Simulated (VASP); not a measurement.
Input of a VASP 6.6.1 run:

File INCAR:

```
SYSTEM = K2Be2Pt
PREC = Accurate
ENCUT = 520
EDIFF = 1E-7
ISMEAR = 0
SIGMA = 0.1
LREAL = .False.
LASPH = .True.
NELM = 60
ALGO = Normal
ISIF = 2
LWAVE = .False.
LCHARG = .False.
GGA = PE
NBANDS = 24
```

File KPOINTS:

```
Automatic mesh
0
Gamma
  6 6 4
  0 0 0
```

The input POSCAR:

```
K2Be2Pt
1.0
    5.3017990500      0.0000000000      0.0000000000
   -2.6508995250      4.5914926631      0.0000000000
    0.0000000000      0.0000000000      6.7000198543
K Be Pt
2 2 1
Direct
    0.3333333333      0.6666666667      0.5000000000
    0.6666666667      0.3333333333      0.5000000000
    0.3333333333      0.6666666667      0.0000000000
    0.6666666667      0.3333333333      0.0000000000
    0.0000000000      0.0000000000      0.5000000000
```

Potentials or basis: VASP PAW PBE potentials, release 64 (K_sv, Be, Pt).

Command:

```sh
$ cat potpaw_PBE.64/K_sv/POTCAR potpaw_PBE.64/Be/POTCAR potpaw_PBE.64/Pt/POTCAR > POTCAR
$ mpirun -np 1 vasp_std > vasp.out
```

(1) What does it give for the band gap on the k mesh?

(2) Predict the pressure.

Results:

(1) zero (bands 16 and 17 overlap by 1.46 eV).

(2) 0.1 GPa.

Caveat: spin-orbit coupling is left out, which moves the levels of the heavy elements.
